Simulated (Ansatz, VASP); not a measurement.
**BeS: VASP beside Ansatz**

INCAR

```
SYSTEM = BeS
PREC = Accurate
ENCUT = 520
EDIFF = 1E-6
ISMEAR = -1
SIGMA = 0.02
LREAL = .False.
LASPH = .True.
NELM = 60
ALGO = Normal
ISIF = 2
LWAVE = .False.
LCHARG = .False.
GGA = PE
NBANDS = 11
```

KPOINTS

```
regular mesh
0
Gamma
  9 9 9
  0 0 0
```

The input POSCAR:

```
BeS
1.0
    0.0000000000      2.4410600707      2.4410600707
    2.4410600707      0.0000000000      2.4410600707
    2.4410600707      2.4410600707      0.0000000000
Be S
1 1
Direct
    0.0000000000      0.0000000000      0.0000000000
    0.7500000000      0.7500000000      0.7500000000
```

Input for Ansatz:

```yaml
crystal:
  lattice:
    - [0.0, 2.4410600707, 2.4410600707]
    - [2.4410600707, 0.0, 2.4410600707]
    - [2.4410600707, 2.4410600707, 0.0]
  atoms:
    - { symbol: Be, position: [0.0, 0.0, 0.0] }
    - { symbol: S, position: [0.75, 0.75, 0.75] }
kpoints:
  mp_grid: { grid: [9, 9, 9] }
scf:
  occupations: { method: fermi_dirac, width: 0.02 }
hamiltonian:
  xc: pbe
  pseudopotentials: { kind: all_electron, lapw: { basis_error: 0.00025 } }
output:
  forces: true
  stress: true
  eigenvalues: true
```

Change from the starting cell: volume scaled by 1.02.

Alike in both runs: task single point; functional PBE; k mesh 9 × 9 × 9; occupations fermi-dirac, width 0.02 eV; no spin polarisation.

```csv
,VASP,Ansatz
version,VASP 6.6.1,Ansatz 0.2.0
potentials or method,"VASP PAW PBE potentials, release 64 (Be, S), cutoff 520 eV","all-electron LAPW, scalar-relativistic"
```

Ansatz gave:

| Quantity | Value |
| --- | --- |
| gap on the k mesh at the Fermi level (eV) | 3.25 |
| pressure (GPa) | -0.4 |

Q: Which values does VASP return?

A: gap on the k mesh at the Fermi level (eV): 3.25; pressure (GPa): -0.3.

Ansatz ran all-electron here, and VASP with PAW potentials.
